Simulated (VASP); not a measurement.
# TaRu (P4/mmm) in VASP: a series of runs

Runs on TaRu. Level: LDA. Tasks: single point, relaxation of cell and atoms.

All numbers are computed with VASP 6.6.1; they aren't measurements. Logs are shortened: lines on timing, memory, paths and dates and some standing lists are left out, and cuts for length are marked.

## (1) The cell of the first run

Symmetry: P4/mmm, No. 123, tetragonal system. Conventional cell: a = 3.002 Å, b = 3.002 Å, c = 3.367 Å, α = 90.00°, β = 90.00°, γ = 90.00°. Within 3.6 Å of Ta (site symmetry 4/mmm) lie 8 Ru at 2.71 Å and 6 Ta at 3.00 to 3.37 Å. Ru (site symmetry 4/mmm) has 8 Ta at 2.71 Å and 6 Ru at 3.00 to 3.37 Å within 3.6 Å.

## (2) Single point, LDA

The input, INCAR:

```
SYSTEM = TaRu
  PREC = Accurate
  ENCUT = 520
  EDIFF = 1E-6
  ISMEAR = 0
  SIGMA = 0.1
  LREAL = .False.
  LASPH = .True.
  NELM = 100
  ALGO = Normal
  ISIF = 2
  LWAVE = .False.
  LCHARG = .True.
  GGA = CA
  LELF = .True.
  LVHAR = .True.
  NBANDS = 20
```

The input, KPOINTS:

```
Automatic mesh
0
Gamma
  14 14 12
  0 0 0
```

The input, POSCAR:

```
TaRu
1.0
    3.0018369134      0.0000000000      0.0000000000
    0.0000000000      3.0018369134      0.0000000000
    0.0000000000      0.0000000000      3.3668739256
Ta Ru
1 1
Direct
    0.5000000000      0.5000000000      0.5000000000
    0.0000000000      0.0000000000      0.0000000000
```

Potentials or basis: VASP PAW LDA potentials, release 64 (Ta_pv, Ru_pv).

The run is started by

```
cat potpaw_LDA.64/Ta_pv/POTCAR potpaw_LDA.64/Ru_pv/POTCAR > POTCAR
mpirun -np 1 vasp_std > vasp.out
```

OUTCAR:

```text
SYSTEM = TaRu
   PREC = Accurate
   ENCUT = 520
   EDIFF = 1E-6
   ISMEAR = 0
   LREAL = .False.
   LASPH = .True.
   NELM = 100
   ISIF = 2
   GGA = CA

 ion  position               nearest neighbor table
   1  0.500  0.500  0.500-   2 2.71   2 2.71   2 2.71   2 2.71   2 2.71   2 2.71   2 2.71   2 2.71

   2  0.000  0.000  0.000-   1 2.71   1 2.71   1 2.71   1 2.71   1 2.71   1 2.71   1 2.71   1 2.71

  LATTYP: Found a simple tetragonal cell.
 ALAT       =     3.0018369134
 C/A-ratio  =     1.1216045451

  Lattice vectors:

 A1 = (   3.0018369134,   0.0000000000,   0.0000000000)
 A2 = (   0.0000000000,   3.0018369134,   0.0000000000)
 A3 = (   0.0000000000,   0.0000000000,   3.3668739256)

Analysis of symmetry for initial positions (statically):
=====================================================================
 Subroutine PRICEL returns:
 Original cell was already a primitive cell.

 Routine SETGRP: Setting up the symmetry group for a
 simple tetragonal supercell.

 Subroutine GETGRP returns: Found 16 space group operations
 (whereof 16 operations were pure point group operations)
 out of a pool of 16 trial point group operations.

The static configuration has the point symmetry D_4h.

Analysis of symmetry for dynamics (positions and initial velocities):
=====================================================================
 Subroutine PRICEL returns:
 Original cell was already a primitive cell.

 Routine SETGRP: Setting up the symmetry group for a
 simple tetragonal supercell.

 Subroutine GETGRP returns: Found 16 space group operations
 (whereof 16 operations were pure point group operations)
 out of a pool of 16 trial point group operations.

The dynamic configuration has the point symmetry D_4h.

 Subroutine INISYM returns: Found 16 space group operations
 (whereof 16 operations are pure point group operations),
 and found     1 'primitive' translations

----------------------------------------------------------------------------------------

                                     Primitive cell

  volume of cell :      30.3390

  direct lattice vectors                    reciprocal lattice vectors
     3.001836913  0.000000000  0.000000000     0.333129357  0.000000000  0.000000000
     0.000000000  3.001836913  0.000000000     0.000000000  0.333129357  0.000000000
     0.000000000  0.000000000  3.366873926     0.000000000  0.000000000  0.297011418

  length of vectors
     3.001836913  3.001836913  3.366873926     0.333129357  0.333129357  0.297011418

  position of ions in fractional coordinates (direct lattice)
     0.500000000  0.500000000  0.500000000
     0.000000000  0.000000000  0.000000000

  ion indices of the primitive-cell ions
   primitive index   ion index
                 1           1
                 2           2

----------------------------------------------------------------------------------------

 KPOINTS: Automatic mesh

Automatic generation of k-mesh.
 Grid dimensions read from file:
 generate k-points for:   14   14   12

 Generating k-lattice:

  Cartesian coordinates                     Fractional coordinates (reciprocal lattice)
     0.023794954  0.000000000  0.000000000     0.071428571  0.000000000  0.000000000
     0.000000000  0.023794954  0.000000000     0.000000000  0.071428571  0.000000000
     0.000000000  0.000000000  0.024750952     0.000000000  0.000000000  0.083333333

  Length of vectors
     0.023794954  0.023794954  0.024750952

  Shift w.r.t. Gamma in fractional coordinates (k-lattice)
     0.000000000  0.000000000  0.000000000

 Subroutine IBZKPT returns following result:
 ===========================================

 Found    252 irreducible k-points:

 Following reciprocal coordinates:
            Coordinates               Weight
  0.000000  0.000000  0.000000      1.000000
  0.071429  0.000000  0.000000      4.000000
  0.142857  0.000000  0.000000      4.000000
  0.214286  0.000000  0.000000      4.000000
  0.285714  0.000000  0.000000      4.000000
  0.357143  0.000000  0.000000      4.000000
[... 16 lines left out ...]
  0.285714  0.214286  0.000000      8.000000
  0.357143  0.214286  0.000000      8.000000
 [... further k-points ...]
   k-points           NKPTS =    252   k-points in BZ     NKDIM =    252   number of bands    NBANDS=     20
   number of dos      NEDOS =    301   number of ions     NIONS =      2
   total plane-waves  NPLWV =  16128
   dimension x,y,z NGX =    24 NGY =   24 NGZ =   28
   dimension x,y,z NGXF=    48 NGYF=   48 NGZF=   56
   ions per type =               1   1
   NGX,Y,Z   is equivalent  to a cutoff of  13.29, 13.29, 13.83 a.u.
   NGXF,Y,Z  is equivalent  to a cutoff of  26.58, 26.58, 27.65 a.u.
 SYSTEM =  TaRu
   PREC   = accura    normal or accurate (medium, high low for compatibility)
   ISTART =      0    job   : 0-new  1-cont  2-samecut
   ICHARG =      2    charge: 1-file 2-atom 10-const
   ISPIN  =      1    spin polarized calculation?
   LNONCOLLINEAR =      F non collinear calculations
   LSORBIT =      F    spin-orbit coupling
   LASPH  =      T    aspherical Exc in radial PAW
   ENCUT  =  520.0 eV  38.22 Ry    6.18 a.u.   5.58  5.58  6.26*2*pi/ulx,y,z
   NELM   =    100;   NELMIN=  2; NELMDL= -5     # of ELM steps
   EDIFF  = 0.1E-05   stopping-criterion for ELM
   LREAL  =      F    real-space projection
   EDIFFG = 0.1E-04   stopping-criterion for IOM
   NSW    =      0    number of steps for IOM
   IBRION =     -1    ionic relax: 0-MD 1-quasi-New 2-CG
   NFREE  =      0    steps in history (QN), initial steepest desc. (CG)
   ISIF   =      2    stress and relaxation
   ISYM   =      2    0-nonsym 1-usesym 2-fastsym
   POTIM  = 0.5000    time-step for ionic-motion
   TEBEG  =    0.0;   TEEND  =   0.0 temperature during run
   PSTRESS=    0.0 pullay stress
   NELECT =      25.0000    total number of electrons
   NUPDOWN=      -1.0000    fix difference up-down
   EMIN   =  10.00;   EMAX   =-10.00  energy-range for DOS
   EFERMI =   0.00;   METHOD = LEGACY
   ISMEAR =     0;   SIGMA  =   0.10  broadening in eV -4-tet -1-fermi 0-gaus
   EFERMI_NEDOS =   21; number of points for ismear=-14 and -15
   IALGO  =     38    algorithm
   IMIX   =      4    mixing-type and parameters
     AMIX     =   0.40;   BMIX     =  1.00
     AMIX_MAG =   1.60;   BMIX_MAG =  1.00
  volume/ion in A,a.u.               =      15.17       102.37
  Fermi-wavevector in a.u.,A,eV,Ry     =   1.534810  2.900369 32.050432  2.355640
  Thomas-Fermi vector in A             =   2.641686
   LORBIT       =      0    0 simple, 1 ext, 2 COOP (PROOUT), +10 PAW based schemes
   GGA     = CA    functional components
   LHFCALC =     F    Hartree Fock is set to
   AEXX    =    0.0000 exact exchange contribution
   IVDW    =     0    specifies the selected vdW correction
   LEPSILON=     F    determine dielectric tensor
   LRPA    =     F    only Hartree local field effects (RPA)
 non-spin polarized calculation
 Gauss-broadening in eV      SIGMA  =   0.10
  energy-cutoff  :      520.00
  volume of cell :       30.34
 maximum number of plane-waves:       836
 NGX is ok and might be reduce to    24
   NGX = 11   NGY = 11   NGZ = 13

 number of electron      24.9999998 magnetization

 Free energy of the ion-electron system (eV)
  ---------------------------------------------------
  ext. energy  EPLUGINS =         0.00000000
  ---------------------------------------------------
  free energy    TOTEN  =       -24.07581848 eV

  energy without entropy =      -24.06863466  energy(sigma->0) =      -24.07222657

 E-fermi :   9.7184     XC(G=0): -13.7113

 val. band max:        9.7132741382   @ k =   0.2143   0.0000   0.2500
 cond. band min:       9.7275003697   @ k =   0.1429   0.1429   0.4167
 fundamental gap:      0.0142262315
 Fermi energy:         9.7183989966

 k-point     1 :       0.0000    0.0000    0.0000
  band No.  band energies     occupation
      1     -33.0563      2.00000
      2     -32.9830      2.00000
      3     -32.9830      2.00000
      4     -24.8446      2.00000
      5     -24.6771      2.00000
      6     -24.6771      2.00000
[... 12 lines left out ...]
     19      19.5770      0.00000
     20      19.5770      0.00000

 k-point     2 :       0.0714    0.0000    0.0000
  band No.  band energies     occupation
      1     -33.0543      2.00000
      2     -32.9923      2.00000
      3     -32.9816      2.00000
      4     -24.8446      2.00000
      5     -24.7066      2.00000
      6     -24.6761      2.00000
[... 12 lines left out ...]
     19      19.1373      0.00000
     20      20.0775      0.00000

 k-point     3 :       0.1429    0.0000    0.0000
  band No.  band energies     occupation
      1     -33.0490      2.00000
      2     -33.0183      2.00000
      3     -32.9778      2.00000
      4     -24.8446      2.00000
      5     -24.7887      2.00000
      6     -24.6732      2.00000
[... 12 lines left out ...]
     19      18.8765      0.00000
     20      19.9380      0.00000

 k-point     4 :       0.2143    0.0000    0.0000
  band No.  band energies     occupation
      1     -33.0557      2.00000
      2     -33.0412      2.00000
      3     -32.9723      2.00000
      4     -24.9053      2.00000
      5     -24.8446      2.00000
      6     -24.6691      2.00000
[... 12 lines left out ...]
     19      19.9379      0.00000
     20      20.5686      0.00000

 k-point     5 :       0.2857    0.0000    0.0000
  band No.  band energies     occupation
      1     -33.0969      2.00000
      2     -33.0326      2.00000
      3     -32.9663      2.00000
      4     -25.0324      2.00000
      5     -24.8448      2.00000
      6     -24.6646      2.00000
[... 12 lines left out ...]
     19      19.9378      0.00000
     20      22.3147      0.00000

 k-point     6 :       0.3571    0.0000    0.0000
  band No.  band energies     occupation
      1     -33.1339      2.00000
      2     -33.0248      2.00000
      3     -32.9608      2.00000
      4     -25.1447      2.00000
      5     -24.8448      2.00000
      6     -24.6605      2.00000
[... 12 lines left out ...]
     19      19.9378      0.00000
     20      22.0933      0.00000

 k-point     7 :       0.4286    0.0000    0.0000
  band No.  band energies     occupation
      1     -33.1593      2.00000
      2     -33.0194      2.00000
      3     -32.9569      2.00000
      4     -25.2213      2.00000
      5     -24.8449      2.00000
      6     -24.6576      2.00000
[... 12 lines left out ...]
     19      19.9376      0.00000
     20      22.0928      0.00000
[... 277 lines left out ...]
 k-point    20 :       0.4286    0.1429    0.0000
  band No.  band energies     occupation
      1     -33.1598      2.00000
      2     -33.0152      2.00000
      3     -32.9982      2.00000
      4     -25.1986      2.00000
      5     -24.8338      2.00000
      6     -24.7494      2.00000
[... 12 lines left out ...]
     19      19.9374      0.00000
     20      22.0890      0.00000

 k-point    21 :       0.5000    0.1429    0.0000
  band No.  band energies     occupation
      1     -33.1691      2.00000
      2     -33.0134      2.00000
      3     -32.9972      2.00000
      4     -25.2246      2.00000
      5     -24.8332      2.00000
      6     -24.7476      2.00000
[... 12 lines left out ...]
     19      19.9373      0.00000
     20      22.0889      0.00000

 k-point    22 :       0.2143    0.2143    0.0000
  band No.  band energies     occupation
      1     -33.0570      2.00000
      2     -33.0429      2.00000
      3     -33.0288      2.00000
      4     -24.9054      2.00000
      5     -24.8562      2.00000
      6     -24.8353      2.00000
[... 12 lines left out ...]
     19      19.9330      0.00000
     20      20.3985      0.00000

 k-point    23 :       0.2857    0.2143    0.0000
  band No.  band energies     occupation
      1     -33.0949      2.00000
      2     -33.0457      2.00000
      3     -33.0216      2.00000
      4     -25.0031      2.00000
      5     -24.8625      2.00000
      6     -24.8300      2.00000
[... 12 lines left out ...]
     19      19.9363      0.00000
     20      21.0983      0.00000

 k-point    24 :       0.3571    0.2143    0.0000
  band No.  band energies     occupation
      1     -33.1336      2.00000
      2     -33.0435      2.00000
      3     -33.0151      2.00000
      4     -25.1045      2.00000
      5     -24.8529      2.00000
      6     -24.8252      2.00000
[... 12 lines left out ...]
     19      19.9370      0.00000
     20      21.8738      0.00000

 [... further k-points ...]

------------------------ aborting loop because EDIFF is reached ----------------------------------------

  FORCE on cell =-STRESS in cart. coord.  units (eV):
  Direction    XX          YY          ZZ          XY          YZ          ZX
  --------------------------------------------------------------------------------------
  -------------------------------------------------------------------------------------
  Total        0.2045623      0.2045623      0.1953854      0.0000000      0.0000000     -0.0000000
  in kB       10.8027713     10.8027713     10.3181463      0.0000000      0.0000000     -0.0000000
  external PRESSURE =      10.6412296 kB  Pullay stress =       0.0000000 kB

 VOLUME and BASIS-vectors are now :
 -----------------------------------------------------------------------------
  energy-cutoff  :      520.00
  volume of cell :       30.34
      direct lattice vectors                 reciprocal lattice vectors
     3.001836913  0.000000000  0.000000000     0.333129357  0.000000000  0.000000000
     0.000000000  3.001836913  0.000000000     0.000000000  0.333129357  0.000000000
     0.000000000  0.000000000  3.366873926     0.000000000  0.000000000  0.297011418

 POSITION                                       TOTAL-FORCE (eV/Angst)
 -----------------------------------------------------------------------------------
      1.50092      1.50092      1.68344         0.000000      0.000000      0.000000
      0.00000      0.00000      0.00000         0.000000      0.000000      0.000000
 -----------------------------------------------------------------------------------
    total drift:                                0.000000      0.000000     -0.000000

  FREE ENERGIE OF THE ION-ELECTRON SYSTEM (eV)
  ---------------------------------------------------
  free  energy   TOTEN  =       -24.0758184785 eV

  energy  without entropy=      -24.0686346558  energy(sigma->0) =      -24.07222657
```

Wall time 75 s (1 thread of Intel Xeon Platinum 8488C (Sapphire Rapids), shared host); peak memory 0.25 GiB.

Results:

* Free energy: -24.0758 eV
* Pressure: 1.1 GPa

Levels at points of the mesh, in eV from the Fermi level:
```tsv
k point	band 10	band 11	band 12	band 13	band 14	band 15
(0.00, 0.00, 0.00)	-2.45	-2.45	-1.45	0.39	1.93	4.58
(0.50, 0.00, 0.00)	-2.67	-2.18	-1.99	-1.19	-0.78	0.50
(0.50, 0.50, 0.00)	-4.81	0.39	1.33	1.70	1.70	3.25
(0.00, 0.00, 0.50)	-2.70	-1.79	-1.79	-0.76	0.07	0.89
(0.50, 0.00, 0.50)	-3.54	-0.92	0.70	0.77	0.89	1.05
(0.50, 0.50, 0.50)	-3.37	-2.61	-2.61	-0.34	0.43	3.83
```

Caveat: spin-orbit coupling is left out, which moves the levels of the heavy elements.

## (3) Relaxation of cell and atoms, LDA

This run uses another cell than the first one, of 15.99 Å³/atom, 1.054 times its volume.

The input, INCAR:

```
SYSTEM = TaRu
  ALGO = Normal
  EDIFF = 1E-6
  EDIFFG = -0.005
  ENCUT = 600
  GGA = CA
  IBRION = 2
  ISIF = 3
  ISMEAR = 0
  LASPH = .TRUE.
  LCHARG = .FALSE.
  LREAL = .FALSE.
  LWAVE = .FALSE.
  NELM = 100
  NSW = 70
  PREC = Accurate
  SIGMA = 0.1
```

The input, KPOINTS:

```
k-points
0
G
  14 14 12
  0 0 0
```

The input, POSCAR:

```
TaRu
1.0
    3.0563393351      0.0000000000      0.0000000000
    0.0000000000      3.0563393351      0.0000000000
    0.0000000000      0.0000000000      3.4225963278
Ta Ru
1 1
Direct
    0.5000000000      0.5000000000      0.5000000000
    0.0000000000      0.0000000000      0.0000000000
```

Potentials or basis: VASP PAW LDA potentials, release 64 (Ta_pv, Ru_pv).

The run is started by

```
cat potpaw_LDA.64/Ta_pv/POTCAR potpaw_LDA.64/Ru_pv/POTCAR > POTCAR
mpirun -np 1 vasp_std > vasp.out
```

OUTCAR:

```text
SYSTEM = TaRu
   EDIFF = 1E-6
   EDIFFG = -0.005
   ENCUT = 600
   GGA = CA
   IBRION = 2
   ISIF = 3
   ISMEAR = 0
   LASPH = .TRUE.
   LREAL = .FALSE.
   NELM = 100
   NSW = 70
   PREC = Accurate

 ion  position               nearest neighbor table
   1  0.500  0.500  0.500-   2 2.76   2 2.76   2 2.76   2 2.76   2 2.76   2 2.76   2 2.76   2 2.76

   2  0.000  0.000  0.000-   1 2.76   1 2.76   1 2.76   1 2.76   1 2.76   1 2.76   1 2.76   1 2.76

  LATTYP: Found a simple tetragonal cell.
 ALAT       =     3.0563393351
 C/A-ratio  =     1.1198351860

  Lattice vectors:

 A1 = (   3.0563393351,   0.0000000000,   0.0000000000)
 A2 = (   0.0000000000,   3.0563393351,   0.0000000000)
 A3 = (   0.0000000000,   0.0000000000,   3.4225963278)

[... 742 lines left out ...]
  free  energy   TOTEN  =       -24.0769777077 eV

  energy  without entropy=      -24.0696795477  energy(sigma->0) =      -24.07332863

[... ionic steps 4 to 8 ...]

--------------------------------------- Ionic step        9  -------------------------------------------

 number of electron      24.9999999 magnetization

------------------------ aborting loop because EDIFF is reached ----------------------------------------
[... 67 lines left out ...]
--------------------------------------- Ionic step       11  -------------------------------------------

 number of electron      24.9999999 magnetization

 Free energy of the ion-electron system (eV)
  ---------------------------------------------------
  ext. energy  EPLUGINS =         0.00000000
  ---------------------------------------------------
  free energy    TOTEN  =       -24.07721393 eV

  energy without entropy =      -24.06996839  energy(sigma->0) =      -24.07359116

 E-fermi :   9.6696     XC(G=0): -13.6904

 val. band max:        9.6669192640   @ k =   0.2143   0.0000   0.2500
 cond. band min:       9.6775096779   @ k =   0.1429   0.1429   0.4167
 fundamental gap:      0.0105904138
 Fermi energy:         9.6696137220

 k-point     1 :       0.0000    0.0000    0.0000
  band No.  band energies     occupation
      1     -33.0995      2.00000
      2     -33.0290      2.00000
      3     -33.0290      2.00000
      4     -24.9008      2.00000
      5     -24.7355      2.00000
      6     -24.7355      2.00000
[... 476 lines left out ...]
  FREE ENERGIE OF THE ION-ELECTRON SYSTEM (eV)
  ---------------------------------------------------
  free  energy   TOTEN  =       -24.0772139344 eV

  energy  without entropy=      -24.0699683901  energy(sigma->0) =      -24.07359116

 reached required accuracy - stopping structural energy minimisation
```

CONTCAR:

```text
TaRu
   1.00000000000000
     3.0059646763154899   -0.0000000000000000    0.0000000000000000
     0.0000000000000000    3.0059646763154899    0.0000000000000000
     0.0000000000000000    0.0000000000000000    3.3701023415173657
  Ta              Ru
     1     1
Direct
     0.5000000000000000    0.5000000000000000    0.5000000000000000
     0.0000000000000000    0.0000000000000000    0.0000000000000000

  0.00000000E+00  0.00000000E+00  0.00000000E+00
  0.00000000E+00  0.00000000E+00  0.00000000E+00
```

Run time: 6.2 min. Hardware: 1 thread of Intel Xeon Platinum 8488C (Sapphire Rapids), shared host; peak memory 0.29 GiB.

What came out:

```yaml
Free_energy: -24.0772 eV
Relaxed_volume: 15.23 Å³/atom
Relaxed_cell: a = 3.006 Å, b = 3.006 Å, c = 3.370 Å, α = 90.00°, β = 90.00°, γ = 90.00°
Space_group_after_relaxing_to_0.05_Å: P4/mmm (No. 123)
Energy_gained_by_relaxing: 31.4 meV/atom
Ionic_steps: 11
Pressure_after_relaxing: 0.0 GPa
```

Step by step:
```tsv
step	energy change (eV)	largest force (eV/Å)	pressure (GPa)	volume (Å³)
1	0.0000	0.0000	-12.67	31.97
2	0.5379	0.0000	54.64	26.47
3	-0.0626	0.0000	-0.82	30.54
4	-0.0628	0.0000	-0.16	30.46
5	-0.0628	0.0000	0.12	30.44
6	-0.0628	0.0000	-0.26	30.48
7	-0.0628	0.0000	-0.05	30.45
8	-0.0628	0.0000	-0.02	30.45
9	-0.0628	0.0000	-0.08	30.45
10	-0.0628	0.0000	0.01	30.45
11	-0.0628	0.0000	-0.02	30.45
```

Final structure:
```
CELL_PARAMETERS angstrom
3.00596 0.00000 0.00000
0.00000 3.00596 0.00000
0.00000 0.00000 3.37010
ATOMIC_POSITIONS crystal
Ta 0.50000 0.50000 0.50000
Ru 0.00000 0.00000 0.00000
```

Caveat: spin-orbit coupling is left out, which moves the levels of the heavy elements. LDA usually gives volumes a few per cent too small.
